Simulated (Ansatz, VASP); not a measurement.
# TiSb in VASP and in Ansatz

INCAR

```
SYSTEM = TiSb
PREC = Accurate ; ENCUT = 520
EDIFF = 1E-6 ; ISMEAR = -1
SIGMA = 0.03 ; LREAL = .FALSE.
LASPH = .TRUE. ; NELM = 60
ALGO = Normal ; ISIF = 2
LWAVE = .FALSE. ; LCHARG = .FALSE.
GGA = CA ; NBANDS = 25
```

File KPOINTS:

```
Automatic mesh
0
G
  12 12 7
  0 0 0
```

File POSCAR:

```
TiSb
1.0
    4.0478423307      0.0000000000      0.0000000000
   -2.0239211654      3.5055342889      0.0000000000
    0.0000000000      0.0000000000      6.1986760761
Ti Sb
2 2
Direct
    0.0000000000      0.0000000000      0.0000000000
    0.0000000000      0.0000000000      0.5000000000
    0.3333333333      0.6666666667      0.2500000000
    0.6666666667      0.3333333333      0.7500000000
```

Input for Ansatz:

```yaml
crystal:
  lattice:
    - [4.0478423307, 0.0, 0.0]
    - [-2.0239211654, 3.5055342889, 0.0]
    - [0.0, 0.0, 6.1986760761]
  atoms:
    - { symbol: Ti, position: [0.0, 0.0, 0.0] }
    - { symbol: Ti, position: [0.0, 0.0, 0.5] }
    - { symbol: Sb, position: [0.3333333333, 0.6666666667, 0.25] }
    - { symbol: Sb, position: [0.6666666667, 0.3333333333, 0.75] }
kpoints:
  mp_grid: { grid: [12, 12, 7] }
  band_path:
    path:
      - [0.0, 0.0, 0.0]
      - [0.5, 0.0, 0.0]
      - [0.3333333333, 0.3333333333, 0.0]
      - [0.0, 0.0, 0.0]
      - [0.0, 0.0, 0.5]
      - [0.5, 0.0, 0.5]
      - [0.3333333333, 0.3333333333, 0.5]
      - [0.0, 0.0, 0.5]
      - [0.5, 0.0, 0.5]
    npoints: 5
scf:
  occupations: { method: fermi_dirac, width: 0.03 }
hamiltonian:
  xc: lda
  pseudopotentials: { kind: all_electron, lapw: { basis_error: 0.001 } }
output:
  forces: true
  stress: true
  eigenvalues: true
```

Change from the starting cell: volume scaled by 0.96.

Alike in both runs: task single point; functional LDA; k mesh 12 × 12 × 7; occupations fermi-dirac, width 0.03 eV; no spin polarisation.

```csv
,VASP,Ansatz
version,VASP 6.6.1,Ansatz 0.2.0
potentials or method,"VASP PAW LDA potentials, release 64 (Ti_sv, Sb), cutoff 520 eV","all-electron LAPW, scalar-relativistic"
```

```csv
,VASP,Ansatz,Ansatz less VASP
pressure (GPa),-5.2,-5.4,-0.25
"traceless stress, the component that is largest in VASP (GPa)",-0.07,-0.11,-0.038
```

LDA's correlation is that of Perdew and Zunger in VASP and of Perdew and Wang (1992) in Ansatz. Ansatz ran all-electron here, and VASP with PAW potentials.

Spin-orbit coupling is off throughout.
